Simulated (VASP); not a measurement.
## PbS: G0W0 quasiparticle levels with PBE

PbS:

```xyz
2
Lattice="0.0000 2.9574 2.9574 2.9574 0.0000 2.9574 2.9574 2.9574 0.0000" Properties=species:S:1:pos:R:3 pbc="T T T"
Pb    0.0000    0.0000    0.0000
S     2.9574    2.9574    2.9574
```

```
Program                         : VASP 6.6.1
Task                            : G0W0 quasiparticle levels
Functional                      : PBE
Potentials or basis             : VASP PAW PBE potentials, release 64 (Pb_d_GW, S_GW)
Cutoff                          : 500 eV
k mesh                          : 4 × 4 × 4
Occupations                     : gaussian, width 0.01 eV
Spin                            : no spin polarisation
Dipole correction               : no
GW scheme                       : G0W0
GW iterations                   : 1
Cutoff of the response function : 150
Frequency points                : 96
Empty bands                     : 215
Mended                          : yes
Further INCAR settings          : ALGO = EVGW0; EDIFF = 1e-08; NBANDS = 226
```

- Quasiparticle gap: 0.67 eV
- Least direct quasiparticle gap: 0.67 eV
- Band gap of the starting levels on the mesh: 0.33 eV
- Least direct gap of the starting levels on the mesh: 0.33 eV

Wall time 5.6 min on 1 thread of Intel(R) Xeon(R) 6975P-C (Granite Rapids), on a shared host, peak memory 0.68 GiB.

Caveat: the k points lie up to 0.46 Å⁻¹ apart; bands, screening cutoff and mesh are small and nothing is extrapolated, so the quasiparticle values aren't converged; spin-orbit coupling is left out, which moves the levels of the heavy elements.
